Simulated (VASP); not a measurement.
Crystal: SiC (Moissanite).

```
Si C
1.0
     3.07600    0.00000    0.00000
    -1.53800    2.66389    0.00000
     0.00000    0.00000    5.04800
Si C
2 2
Direct
  0.33333 0.66667 0.00000
  0.66667 0.33333 0.50000
  0.33333 0.66667 0.38500
  0.66667 0.33333 0.88500
```

- Program: VASP 6.6.1
- Task: relaxation of cell and atoms
- Functional: revPBE
- Dispersion: D3(BJ)
- Potentials or basis: VASP PAW PBE potentials, release 64 (Si, C)
- Cutoff: 600 eV
- k mesh: 12 × 12 × 4
- Occupations: fermi-dirac, width 0.1 eV
- Spin: no spin polarisation

At the start: pressure -3.8 GPa; volume 10.34 Å³/atom.

Question: Where does the relaxation end?

Answer: Over 8 steps the energy falls by 11.7 meV/atom and the volume is 10.15 Å³/atom (-1.9 %); space group P6_3mc (No. 186, to 0.05 Å).

Step by step:
| step | energy change (eV) | largest force (eV/Å) | pressure (GPa) | volume (Å³) |
| --- | --- | --- | --- | --- |
| 1 | 0.0000 | 0.7598 | -3.83 | 41.36 |
| 2 | -0.0009 | 0.7787 | 4.30 | 39.90 |
| 3 | -0.0437 | 0.0757 | -0.04 | 40.59 |
| 4 | -0.0437 | 0.0597 | 0.05 | 40.58 |
| 5 | -0.0466 | 0.0010 | 0.42 | 40.52 |
| 6 | -0.0467 | 0.0086 | 0.36 | 40.53 |
| 7 | -0.0467 | 0.0072 | -0.29 | 40.64 |
| 8 | -0.0468 | 0.0002 | 0.01 | 40.59 |

Final structure:
```cif
data_structure
_symmetry_space_group_name_H-M 'P 1'
_symmetry_Int_Tables_number 1
_cell_length_a 3.0567
_cell_length_b 3.0567
_cell_length_c 5.0160
_cell_angle_alpha 90.000
_cell_angle_beta 90.000
_cell_angle_gamma 120.000
_cell_volume 40.59
loop_
_atom_site_label
_atom_site_type_symbol
_atom_site_fract_x
_atom_site_fract_y
_atom_site_fract_z
_atom_site_occupancy
Si1 Si 0.33333 0.66667 0.00462 1
Si2 Si 0.66667 0.33333 0.50462 1
C1 C 0.33333 0.66667 0.38038 1
C2 C 0.66667 0.33333 0.88038 1
```

Caveat: the PAW data sets were made with another functional, which shifts forces and pressure a little.
